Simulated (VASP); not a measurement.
Write the native input for VASP 6.6.1 that does the following.

| Item | Value |
| --- | --- |
| Task | single point |
| Functional | LDA |
| Potentials or basis | VASP PAW LDA potentials, release 64 (Sc_sv) |
| Cutoff | 520 eV |
| k mesh | 16 × 16 × 9 |
| Occupations | fermi-dirac, width 0.08 eV |
| Spin | no spin polarisation |
| Dipole correction | no |
| Further INCAR settings | ALGO = Normal; EDIFF = 1e-06; NBANDS = 18 |

The structure of Sc lies in POSCAR:

```
Sc
1.0
    2.7080868411      0.0000000000      0.0000000000
   -1.3540434205      2.3452720000      0.0000000000
    0.0000000000      0.0000000000      4.3247745722
Sc
2
Direct
    0.3333333333      0.6666666667      0.2500000000
    0.6666666667      0.3333333333      0.7500000000
```

The input as run:

INCAR

```
PREC = Accurate
ENCUT = 520
EDIFF = 1E-6
ISMEAR = -1
SIGMA = 0.08
LREAL = False
LASPH = True
NELM = 60
ALGO = Normal
ISIF = 2
LWAVE = False
LCHARG = False
NBANDS = 18
```

KPOINTS

```
Automatic mesh
0
Gamma
  16 16 9
```

Potentials or basis: VASP PAW LDA potentials, release 64 (Sc_sv).

The run is started by

```sh
$ cat potpaw_LDA.64/Sc_sv/POTCAR > POTCAR
$ mpirun -np 1 vasp_std > vasp.out
```

Results of the run:

- Pressure: 61.8 GPa
- Band gap on the k mesh: zero (bands 11 and 12 overlap by 2.64 eV)

Caveat: the cell stands under pressure.

Run time: 40 s on 1 thread of AMD EPYC 7R43 64-Core Processor (Zen 3), with other jobs on the host, peak memory 0.13 GiB.
